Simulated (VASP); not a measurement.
Input of a VASP 6.6.1 run:

Contents of INCAR:

```
PREC     = Accurate       # precision mode
ENCUT    = 520            # plane-wave cutoff, eV
EDIFF    = 1E-6           # SCF threshold, eV
ISMEAR   = 0              # smearing method
SIGMA    = 0.15           # smearing width, eV
LREAL    = F              # projectors in reciprocal space
LASPH    = T              # aspherical terms in the spheres
NELM     = 80             # most SCF steps
ALGO     = Fast           # electronic algorithm
ISIF     = 2              # what is computed and relaxed
LWAVE    = F              # write WAVECAR
LCHARG   = F              # write CHGCAR
GGA      = PE             # functional
NBANDS   = 24             # bands
```

Contents of KPOINTS:

```
Automatic mesh
0
Gamma
  15 15 8
```

POSCAR

```
TaN
1.0
    2.9168996769      0.0000000000      0.0000000000
   -1.4584498385      2.5261092205      0.0000000000
    0.0000000000      0.0000000000      5.9142266377
Ta N
2 2
Direct
   -0.0270381303     -0.0197932851      0.0000000000
    0.0270381303      0.0197932851      0.5000000000
    0.3333333333      0.6666666667      0.2500000000
    0.6666666667      0.3333333333      0.7500000000
```

Potentials or basis: VASP PAW PBE potentials, release 64 (Ta_pv, N).

Command:

```sh
$ cat potpaw_PBE.64/Ta_pv/POTCAR potpaw_PBE.64/N/POTCAR > POTCAR
$ mpirun -np 1 vasp_std > vasp.out
```

**Question.** What does it give for the largest force?

**Answer.** 0.938 eV/Å.

**Question.** What does it give for the pressure?

**Answer.** 1.6 GPa.

**Question.** Predict the band gap on the k mesh.

**Answer.** Zero (bands 16 and 17 overlap by 0.94 eV).

Stress tensor (GPa, compression positive):
```
1.39 0.16 0.00
0.16 1.39 0.00
0.00 0.00 2.00
```

Caveat: the cell differs from its parent crystal (atoms displaced along several vibrational modes); spin-orbit coupling is left out, which moves the levels of the heavy elements.
